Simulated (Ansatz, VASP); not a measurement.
# Two plane-wave programs on C

File INCAR:

```
  PREC = Accurate
  ENCUT = 600
  EDIFF = 1E-6
  ISMEAR = 0
  SIGMA = 0.02
  LREAL = False
  LASPH = True
  NELM = 100
  ALGO = Normal
  ISIF = 3
  LWAVE = False
  LCHARG = False
  GGA = PE
  IBRION = 2
  NSW = 100
  EDIFFG = -0.01
```

KPOINTS

```
Automatic mesh
0
Gamma
  12 12 4
```

The input POSCAR:

```
C
1.0
    2.5969423162      0.0000000000      0.0000000000
   -1.2984711581      2.2490180180      0.0000000000
    0.0000000000      0.0000000000      8.6412351309
C
9
Direct
    0.5000000000      0.5000000000      0.0560354123
    0.5000000000      0.0000000000      0.7227020790
    0.0000000000      0.5000000000      0.3893687456
    0.5000000000      0.5000000000      0.6106312544
    0.5000000000      0.0000000000      0.2772979210
    0.0000000000      0.5000000000      0.9439645877
    0.0000000000      0.0000000000      0.5000000000
    0.0000000000      0.0000000000      0.1666666667
    0.0000000000      0.0000000000      0.8333333333
```

Input for Ansatz:

```yaml
crystal:
  lattice:
    - [2.5969423162, 0.0, 0.0]
    - [-1.2984711581, 2.249018018, 0.0]
    - [0.0, 0.0, 8.6412351309]
  atoms:
    - { symbol: C, position: [0.5, 0.5, 0.0560354123] }
    - { symbol: C, position: [0.5, 0.0, 0.722702079] }
    - { symbol: C, position: [0.0, 0.5, 0.3893687456] }
    - { symbol: C, position: [0.5, 0.5, 0.6106312544] }
    - { symbol: C, position: [0.5, 0.0, 0.277297921] }
    - { symbol: C, position: [0.0, 0.5, 0.9439645877] }
    - { symbol: C, position: [0.0, 0.0, 0.5] }
    - { symbol: C, position: [0.0, 0.0, 0.1666666667] }
    - { symbol: C, position: [0.0, 0.0, 0.8333333333] }
basis:
  ecutwfc: 420
kpoints:
  mp_grid: { grid: [12, 12, 4] }
hamiltonian:
  xc: pbe
scf:
  occupations: { method: gaussian, width: 0.02 }
output:
  forces: true
  stress: true
  eigenvalues: true
relax:
  adjacent_minimum: "off"
  f_tol: 0.01
  max_steps: 80
  cell: { stress_tol: 0.05 }
```

Alike in both runs: task relaxation of cell and atoms; functional PBE; k mesh 12 × 12 × 4; occupations gaussian, width 0.02 eV; no spin polarisation.

```csv
,VASP,Ansatz
version,VASP 6.6.1,Ansatz 0.2.0
potentials or method,"VASP PAW PBE potentials, release 64 (C), cutoff 600 eV","scalar-relativistic, plane waves, PAW"
valence electrons in the cell,36,36
```

|  | VASP | Ansatz | Ansatz less VASP |
| --- | --- | --- | --- |
| gap on the k mesh at the Fermi level, each at its own relaxed structure (eV) | 1.35 | 1.36 | +0.005 |
| relaxed volume (Å³/atom) | 5.61 | 5.61 | +0.004 |
| relaxed length of the cell vector where the two differ most in proportion (Å) | 2.597 | 2.598 | +0.0007 |

Noted on VASP's run: the relaxation stopped at its first step, so nothing moved.
